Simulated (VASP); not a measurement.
# Si2Mo (I4/mmm) in VASP: a series of runs

Si2Mo is run at these levels: PBE; tasks: single point.

All numbers are computed with VASP 6.6.1; they aren't measurements. Logs are shortened: lines on timing, memory, paths and dates and some standing lists are left out, and cuts for length are marked.

## Step 1: The cell of the first run

It takes space group I4/mmm (No. 139, tetragonal). Conventional cell: a = 3.378 Å, b = 3.378 Å, c = 7.873 Å, α = 90.00°, β = 90.00°, γ = 90.00°. Within 3.4 Å of Si (site symmetry 4mm) lie 9 Si at 2.60 to 3.38 Å and 5 Mo at 2.64 to 2.72 Å. Mo (site symmetry 4/mmm) has 10 Si at 2.64 to 2.72 Å and 4 Mo at 3.38 Å within 3.5 Å.

## Step 2: Single point, PBE (strain +0.050 along x and y, +0.000 along z)

INCAR reads:

```
SYSTEM = Si2Mo
PREC = Accurate ; ENCUT = 520
EDIFF = 1E-6 ; ISMEAR = 0
SIGMA = 0.15 ; LREAL = .False.
LASPH = .True. ; NELM = 60
ALGO = Normal ; ISIF = 2
LWAVE = .False. ; LCHARG = .False.
GGA = PE ; NBANDS = 18
```

KPOINTS reads:

```
regular mesh
0
Gamma
  20 20 20
  0 0 0
```

POSCAR reads:

```
Si2Mo
1.0
   -1.6888448819      1.6888448819      3.9365099589
    1.6888448819     -1.6888448819      3.9365099589
    1.6888448819      1.6888448819     -3.9365099589
Si Mo
2 1
Direct
    0.3350991346      0.3350991346      0.0000000000
    0.6649008654      0.6649008654      0.0000000000
    0.0000000000      0.0000000000      0.0000000000
```

Potentials or basis: VASP PAW PBE potentials, release 64 (Si, Mo_sv).

Started as:

```
cat potpaw_PBE.64/Si/POTCAR potpaw_PBE.64/Mo_sv/POTCAR > POTCAR
mpirun -np 1 vasp_std > vasp.out
```

OUTCAR:

```text
SYSTEM = Si2Mo
   PREC = Accurate
   ENCUT = 520
   EDIFF = 1E-6
   ISMEAR = 0
   LREAL = .False.
   LASPH = .True.
   NELM = 60
   ISIF = 2
   GGA = PE

 ion  position               nearest neighbor table
   1  0.335  0.335  0.000-   2 2.60   3 2.64   3 2.72   3 2.72   3 2.72   3 2.72   2 2.74   2 2.74
                             2 2.74   2 2.74
   2  0.665  0.665  0.000-   1 2.60   3 2.64   3 2.72   3 2.72   3 2.72   3 2.72   1 2.74   1 2.74
                             1 2.74   1 2.74
   3  0.000  0.000  0.000-   1 2.64   2 2.64   2 2.72   1 2.72   2 2.72   2 2.72   2 2.72   1 2.72
                             1 2.72   1 2.72

  LATTYP: Found a body centered tetragonal cell.
 ALAT       =     3.3776897638
 C/A-ratio  =     2.3308890006

  Lattice vectors:

 A1 = (  -1.6888448819,   1.6888448819,   3.9365099589)
 A2 = (   1.6888448819,  -1.6888448819,   3.9365099589)
 A3 = (   1.6888448819,   1.6888448819,  -3.9365099589)

Analysis of symmetry for initial positions (statically):
=====================================================================
 Subroutine PRICEL returns:
 Original cell was already a primitive cell.

 Routine SETGRP: Setting up the symmetry group for a
 body centered tetragonal supercell.

 Subroutine GETGRP returns: Found 16 space group operations
 (whereof 16 operations were pure point group operations)
 out of a pool of 16 trial point group operations.

The static configuration has the point symmetry D_4h.

Analysis of symmetry for dynamics (positions and initial velocities):
=====================================================================
 Subroutine PRICEL returns:
 Original cell was already a primitive cell.

 Routine SETGRP: Setting up the symmetry group for a
 body centered tetragonal supercell.

 Subroutine GETGRP returns: Found 16 space group operations
 (whereof 16 operations were pure point group operations)
 out of a pool of 16 trial point group operations.

The dynamic configuration has the point symmetry D_4h.

 Subroutine INISYM returns: Found 16 space group operations
 (whereof 16 operations are pure point group operations),
 and found     1 'primitive' translations

----------------------------------------------------------------------------------------

                                     Primitive cell

  volume of cell :      44.9108

  direct lattice vectors                    reciprocal lattice vectors
    -1.688844882  1.688844882  3.936509959     0.000000000  0.296060346  0.127016064
     1.688844882 -1.688844882  3.936509959     0.296060346  0.000000000  0.127016064
     1.688844882  1.688844882 -3.936509959     0.296060346  0.296060346  0.000000000

  length of vectors
     4.604400583  4.604400583  4.604400583     0.322156498  0.322156498  0.418692557

  position of ions in fractional coordinates (direct lattice)
     0.335099135  0.335099135  0.000000000
     0.664900865  0.664900865  0.000000000
     0.000000000  0.000000000  0.000000000

  ion indices of the primitive-cell ions
   primitive index   ion index
                 1           1
                 2           2
                 3           3

----------------------------------------------------------------------------------------

 KPOINTS: regular mesh

Automatic generation of k-mesh.
 Grid dimensions read from file:
 generate k-points for:   20   20   20

 Generating k-lattice:

  Cartesian coordinates                     Fractional coordinates (reciprocal lattice)
     0.000000000  0.014803017  0.006350803     0.050000000 -0.000000000  0.000000000
     0.014803017  0.000000000  0.006350803    -0.000000000  0.050000000  0.000000000
     0.014803017  0.014803017  0.000000000     0.000000000  0.000000000  0.050000000

  Length of vectors
     0.016107825  0.016107825  0.020934628

  Shift w.r.t. Gamma in fractional coordinates (k-lattice)
     0.000000000  0.000000000  0.000000000

 Subroutine IBZKPT returns following result:
 ===========================================

 Found    641 irreducible k-points:

 Following reciprocal coordinates:
            Coordinates               Weight
  0.000000  0.000000  0.000000      1.000000
  0.050000  0.000000  0.000000      8.000000
  0.100000  0.000000  0.000000      8.000000
  0.150000  0.000000  0.000000      8.000000
  0.200000  0.000000  0.000000      8.000000
  0.250000  0.000000  0.000000      8.000000
[... 16 lines left out ...]
 -0.400000  0.050000  0.000000     16.000000
 -0.350000  0.050000  0.000000     16.000000
 [... further k-points ...]
   k-points           NKPTS =    641   k-points in BZ     NKDIM =    641   number of bands    NBANDS=     18
   number of dos      NEDOS =    301   number of ions     NIONS =      3
   total plane-waves  NPLWV =  46656
   dimension x,y,z NGX =    36 NGY =   36 NGZ =   36
   dimension x,y,z NGXF=    72 NGYF=   72 NGZF=   72
   ions per type =               2   1
   NGX,Y,Z   is equivalent  to a cutoff of  13.00, 13.00, 13.00 a.u.
   NGXF,Y,Z  is equivalent  to a cutoff of  26.00, 26.00, 26.00 a.u.
 SYSTEM =  Si2Mo
   PREC   = accura    normal or accurate (medium, high low for compatibility)
   ISTART =      0    job   : 0-new  1-cont  2-samecut
   ICHARG =      2    charge: 1-file 2-atom 10-const
   ISPIN  =      1    spin polarized calculation?
   LNONCOLLINEAR =      F non collinear calculations
   LSORBIT =      F    spin-orbit coupling
   LASPH  =      T    aspherical Exc in radial PAW
   ENCUT  =  520.0 eV  38.22 Ry    6.18 a.u.   8.56  8.56  8.56*2*pi/ulx,y,z
   NELM   =     60;   NELMIN=  2; NELMDL= -5     # of ELM steps
   EDIFF  = 0.1E-05   stopping-criterion for ELM
   LREAL  =      F    real-space projection
   EDIFFG = 0.1E-04   stopping-criterion for IOM
   NSW    =      0    number of steps for IOM
   IBRION =     -1    ionic relax: 0-MD 1-quasi-New 2-CG
   NFREE  =      0    steps in history (QN), initial steepest desc. (CG)
   ISIF   =      2    stress and relaxation
   ISYM   =      2    0-nonsym 1-usesym 2-fastsym
   POTIM  = 0.5000    time-step for ionic-motion
   TEBEG  =    0.0;   TEEND  =   0.0 temperature during run
   PSTRESS=    0.0 pullay stress
   NELECT =      22.0000    total number of electrons
   NUPDOWN=      -1.0000    fix difference up-down
   EMIN   =  10.00;   EMAX   =-10.00  energy-range for DOS
   EFERMI =   0.00;   METHOD = LEGACY
   ISMEAR =     0;   SIGMA  =   0.15  broadening in eV -4-tet -1-fermi 0-gaus
   EFERMI_NEDOS =   21; number of points for ismear=-14 and -15
   IALGO  =     38    algorithm
   IMIX   =      4    mixing-type and parameters
     AMIX     =   0.40;   BMIX     =  1.00
     AMIX_MAG =   1.60;   BMIX_MAG =  1.00
  volume/ion in A,a.u.               =      14.97       101.02
  Fermi-wavevector in a.u.,A,eV,Ry     =   1.290522  2.438733 22.659785  1.665447
  Thomas-Fermi vector in A             =   2.422348
   LORBIT       =      0    0 simple, 1 ext, 2 COOP (PROOUT), +10 PAW based schemes
   GGA     = PE    functional components
   LHFCALC =     F    Hartree Fock is set to
   AEXX    =    0.0000 exact exchange contribution
   IVDW    =     0    specifies the selected vdW correction
   LEPSILON=     F    determine dielectric tensor
   LRPA    =     F    only Hartree local field effects (RPA)
 non-spin polarized calculation
 Gauss-broadening in eV      SIGMA  =   0.15
  energy-cutoff  :      520.00
  volume of cell :       44.91
 maximum number of plane-waves:      1231
 NGX is ok and might be reduce to    36
   NGX = 17   NGY = 17   NGZ = 17

 number of electron      22.0000000 magnetization

 Free energy of the ion-electron system (eV)
  ---------------------------------------------------
  ext. energy  EPLUGINS =         0.00000000
  ---------------------------------------------------
  free energy    TOTEN  =       -22.98766743 eV

  energy without entropy =      -22.98481738  energy(sigma->0) =      -22.98624240

 E-fermi :  10.5455     XC(G=0): -11.9060

 val. band max:       10.5431179620   @ k =  -0.3500  -0.3500   0.3000
 cond. band min:      10.5527859394   @ k =  -0.2000  -0.2000   0.1500
 fundamental gap:      0.0096679774
 Fermi energy:        10.5455252046

 k-point     1 :       0.0000    0.0000    0.0000
  band No.  band energies     occupation
      1     -50.2117      2.00000
      2     -24.2986      2.00000
      3     -24.2986      2.00000
      4     -24.2636      2.00000
      5      -1.9019      2.00000
      6       5.0184      2.00000
[... 10 lines left out ...]
     17      15.3157      0.00000
     18      15.3157      0.00000

 k-point     2 :       0.0500    0.0000    0.0000
  band No.  band energies     occupation
      1     -50.2115      2.00000
      2     -24.3021      2.00000
      3     -24.2983      2.00000
      4     -24.2634      2.00000
      5      -1.8615      2.00000
      6       5.0095      2.00000
[... 10 lines left out ...]
     17      15.3290      0.00000
     18      15.5863      0.00000

 k-point     3 :       0.1000    0.0000    0.0000
  band No.  band energies     occupation
      1     -50.2109      2.00000
      2     -24.3121      2.00000
      3     -24.2974      2.00000
      4     -24.2628      2.00000
      5      -1.7408      2.00000
      6       4.9747      2.00000
[... 10 lines left out ...]
     17      15.3968      0.00000
     18      16.2080      0.00000

 k-point     4 :       0.1500    0.0000    0.0000
  band No.  band energies     occupation
      1     -50.2099      2.00000
      2     -24.3277      2.00000
      3     -24.2960      2.00000
      4     -24.2620      2.00000
      5      -1.5418      2.00000
      6       4.8862      2.00000
[... 375 lines left out ...]
      4     -24.2553      2.00000
      5       0.9636      2.00000
      6       2.3632      2.00000
[... 10 lines left out ...]
     17      16.9214      0.00000
     18      17.9932      0.00000

 k-point    23 :      -0.4000    0.0500    0.0000
  band No.  band energies     occupation
      1     -50.2037      2.00000
      2     -24.4245      2.00000
      3     -24.2903      2.00000
      4     -24.2557      2.00000
      5       0.4199      2.00000
      6       2.9545      2.00000
[... 10 lines left out ...]
     17      17.0198      0.00000
     18      18.5385      0.00000

 k-point    24 :      -0.3500    0.0500    0.0000
  band No.  band energies     occupation
      1     -50.2047      2.00000
      2     -24.4092      2.00000
      3     -24.2918      2.00000
      4     -24.2565      2.00000
      5      -0.0885      2.00000
      6       3.5377      2.00000
[... 10 lines left out ...]
     17      17.0402      0.00000
     18      18.5764      0.00000

 [... further k-points ...]

------------------------ aborting loop because EDIFF is reached ----------------------------------------

  FORCE on cell =-STRESS in cart. coord.  units (eV):
  Direction    XX          YY          ZZ          XY          YZ          ZX
  --------------------------------------------------------------------------------------
  -------------------------------------------------------------------------------------
  Total       -5.4319191     -5.4319191     -1.8291161      0.0000000      0.0000000      0.0000000
  in kB     -193.7818082   -193.7818082    -65.2530744      0.0000000      0.0000000      0.0000000
  external PRESSURE =    -150.9388969 kB  Pullay stress =       0.0000000 kB

 VOLUME and BASIS-vectors are now :
 -----------------------------------------------------------------------------
  energy-cutoff  :      520.00
  volume of cell :       44.91
      direct lattice vectors                 reciprocal lattice vectors
    -1.688844882  1.688844882  3.936509959     0.000000000  0.296060346  0.127016064
     1.688844882 -1.688844882  3.936509959     0.296060346  0.000000000  0.127016064
     1.688844882  1.688844882 -3.936509959     0.296060346  0.296060346  0.000000000

 POSITION                                       TOTAL-FORCE (eV/Angst)
 -----------------------------------------------------------------------------------
      0.00000      0.00000      2.63824         0.000000      0.000000      0.131660
      0.00000      0.00000      5.23478        -0.000000     -0.000000     -0.131660
      0.00000      0.00000      0.00000        -0.000000     -0.000000      0.000000
 -----------------------------------------------------------------------------------
    total drift:                               -0.000000      0.000000     -0.000000

  FREE ENERGIE OF THE ION-ELECTRON SYSTEM (eV)
  ---------------------------------------------------
  free  energy   TOTEN  =       -22.9876674316 eV

  energy  without entropy=      -22.9848173767  energy(sigma->0) =      -22.98624240
```

Wall time 4.2 min (1 thread of Intel Xeon 6975P-C (Granite Rapids), shared host); peak memory 0.58 GiB.

What came out:

* Free energy: -22.9877 eV
* Pressure: -15.1 GPa
* Largest force: 0.132 eV/Å
* Band gap on the k mesh: zero (bands 11 and 12 overlap by 0.68 eV)

Forces in eV/Å, atoms in the order of the input:
```
Si   0.000  0.000  0.132
Si   0.000  0.000 -0.132
Mo   0.000  0.000  0.000
```

Caveat: the cell differs from its parent crystal (strain +0.050 along x and y, +0.000 along z); the cell stands under tension.

## Step 3: Single point, PBE (strain +0.025 along x and y, +0.050 along z)

INCAR reads:

```
SYSTEM = Si2Mo
  PREC = Accurate
  ENCUT = 520
  EDIFF = 1E-6
  ISMEAR = 0
  SIGMA = 0.15
  LREAL = .False.
  LASPH = .True.
  NELM = 60
  ALGO = Normal
  ISIF = 2
  LWAVE = .False.
  LCHARG = .True.
  GGA = PE
  LELF = .True.
  LVHAR = .True.
  NBANDS = 18
```

KPOINTS is that of step 2.

POSCAR reads:

```
Si2Mo
1.0
   -1.6486342894      1.6486342894      4.1333354568
    1.6486342894     -1.6486342894      4.1333354568
    1.6486342894      1.6486342894     -4.1333354568
Si Mo
2 1
Direct
    0.3350991346      0.3350991346      0.0000000000
    0.6649008654      0.6649008654      0.0000000000
    0.0000000000      0.0000000000      0.0000000000
```

Potentials or basis: VASP PAW PBE potentials, release 64 (Si, Mo_sv).

Started as:

```
cat potpaw_PBE.64/Si/POTCAR potpaw_PBE.64/Mo_sv/POTCAR > POTCAR
mpirun -np 1 vasp_std > vasp.out
```

It took 4.5 min on 1 thread of Intel Xeon 6975P-C (Granite Rapids), shared host; peak memory 0.58 GiB.

It converged, with:

| Property | Result |
| --- | --- |
| Free energy | -23.0090 eV |
| Pressure | -16.3 GPa |
| Largest force | 0.252 eV/Å |
| Band gap on the k mesh | zero (bands 11 and 12 overlap by 0.82 eV) |

Forces in eV/Å, atoms in the order of the input:
```
Si   0.000  0.000  0.252
Si   0.000  0.000 -0.252
Mo   0.000  0.000  0.000
```

Stress tensor (GPa, compression positive):
```
-13.48   0.00   0.00
  0.00 -13.48   0.00
  0.00   0.00 -22.00
```

Levels at points of the mesh, in eV from the Fermi level:
| k point | band 7 | band 8 | band 9 | band 10 | band 11 | band 12 | band 13 | band 14 | band 15 | band 16 |
| --- | --- | --- | --- | --- | --- | --- | --- | --- | --- | --- |
| (0.00, 0.00, 0.00) | -3.86 | -2.61 | -2.25 | -2.25 | 0.40 | 2.64 | 3.35 | 3.35 | 3.41 | 3.57 |
| (0.50, 0.00, 0.00) | -4.60 | -4.21 | -2.27 | -2.18 | -0.35 | 1.95 | 3.00 | 3.13 | 3.65 | 5.46 |
| (0.50, 0.50, 0.00) | -5.25 | -5.14 | -4.01 | -2.78 | -1.16 | 2.01 | 2.18 | 2.51 | 2.78 | 4.61 |
| (0.50, 0.50, 0.50) | -2.97 | -1.89 | -0.53 | -0.53 | -0.35 | -0.35 | 0.49 | 3.82 | 3.88 | 5.86 |

Caveat: the cell differs from its parent crystal (strain +0.025 along x and y, +0.050 along z); the cell stands under tension.

## Step 4: Single point, PBE (strain +0.050 along x and y, +0.025 along z)

INCAR reads:

```
PREC     = Accurate       # precision mode
ENCUT    = 520            # plane-wave cutoff, eV
EDIFF    = 1E-6           # SCF threshold, eV
ISMEAR   = 0              # smearing method
SIGMA    = 0.15           # smearing width, eV
LREAL    = F              # projectors in reciprocal space
LASPH    = T              # aspherical terms in the spheres
NELM     = 60             # most SCF steps
ALGO     = Normal         # electronic algorithm
ISIF     = 2              # what is computed and relaxed
LWAVE    = F              # write WAVECAR
LCHARG   = F              # write CHGCAR
GGA      = PE             # functional
NBANDS   = 18             # bands
```

KPOINTS reads:

```
Automatic mesh
0
Gamma
  20 20 20
```

POSCAR reads:

```
Si2Mo
1.0
   -1.6888448819      1.6888448819      4.0349227079
    1.6888448819     -1.6888448819      4.0349227079
    1.6888448819      1.6888448819     -4.0349227079
Si Mo
2 1
Direct
    0.3350991346      0.3350991346      0.0000000000
    0.6649008654      0.6649008654      0.0000000000
    0.0000000000      0.0000000000      0.0000000000
```

Started as:

```
cat potpaw_PBE.64/Si/POTCAR potpaw_PBE.64/Mo_sv/POTCAR > POTCAR
mpirun -np 1 vasp_std > vasp.out
```

It took 4.6 min on 1 thread of Intel Xeon 6975P-C (Granite Rapids), shared host; peak memory 0.59 GiB.

It converged, with:

* Free energy: -22.9078 eV
* Pressure: -18.8 GPa
* Largest force: 0.207 eV/Å
* Band gap on the k mesh: zero (bands 11 and 12 overlap by 0.77 eV)

Forces on the atoms (eV/Å):
```
Si   0.000  0.000  0.207
Si   0.000  0.000 -0.207
Mo   0.000  0.000  0.000
```

Stress tensor (GPa, compression positive):
```
-20.19   0.00   0.00
  0.00 -20.19   0.00
  0.00   0.00 -15.95
```

Levels at points of the mesh, in eV from the Fermi level:
| k point | band 9 | band 10 | band 11 | band 12 | band 13 | band 14 |
| --- | --- | --- | --- | --- | --- | --- |
| (0.00, 0.00, 0.00) | -2.30 | -2.30 | 0.26 | 2.33 | 3.05 | 3.05 |
| (0.50, 0.00, 0.00) | -2.25 | -2.05 | -0.36 | 1.79 | 2.79 | 3.20 |
| (0.50, 0.50, 0.00) | -3.93 | -2.36 | -1.13 | 1.82 | 2.22 | 2.91 |
| (0.50, 0.50, 0.50) | -0.57 | -0.57 | -0.41 | -0.41 | 0.37 | 3.83 |

Caveat: the cell differs from its parent crystal (strain +0.050 along x and y, +0.025 along z); the cell stands under tension.

## Step 5: Summary

```tsv
cell	gap on the mesh (eV)	pressure (GPa)	largest force (eV/Å)
a = 4.604 Å, angles 137.0, 137.0, 62.5°, 3 atoms	none	-15.1	0.13
a = 4.746 Å, angles 139.3, 139.3, 58.9°, 3 atoms	none	-16.3	0.25
a = 4.689 Å, angles 137.8, 137.8, 61.2°, 3 atoms	none	-18.8	0.21
```

Alike in all rows: task single point; level PBE; potentials or basis VASP PAW PBE potentials, release 64 (Si, Mo_sv); no spin polarisation; k mesh 20 × 20 × 20; cutoff (eV) 520; smearing gaussian 0.15 eV.

Caveats: the cell stands under tension.

Absolute energies hang on the potentials; compare differences alone.
